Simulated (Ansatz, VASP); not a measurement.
**C: VASP beside Ansatz**

```
CELL_PARAMETERS angstrom
0.00000 1.83077 1.72376
1.72376 0.00000 1.72376
1.72376 1.83077 0.00000
ATOMIC_POSITIONS crystal
C 0.50000 0.50000 0.50000
C 0.75000 0.75000 0.75000
```

Alike in both runs: task single point; functional PBEsol; k mesh 12 × 12 × 12; occupations gaussian, width 0.02 eV; no spin polarisation.

|  | VASP | Ansatz |
| --- | --- | --- |
| version | VASP 6.6.1 | Ansatz 0.2.0 |
| potentials or method | VASP PAW PBE potentials, release 64 (C_h), cutoff 1300 eV | scalar-relativistic, plane waves, PAW |
| valence electrons in the cell | 8 | 8 |

```tsv
	VASP	Ansatz	Ansatz less VASP
gap on the k mesh at the Fermi level (eV)	3.36	3.36	0.000
least direct gap on the mesh (eV)	5.11	5.11	-0.004
pressure (GPa)	14.9	14.7	-0.17
traceless stress, the component that is largest in VASP (GPa)	-41.02	-40.99	+0.031
```

VASP's potentials were made for PBE, not for PBEsol.
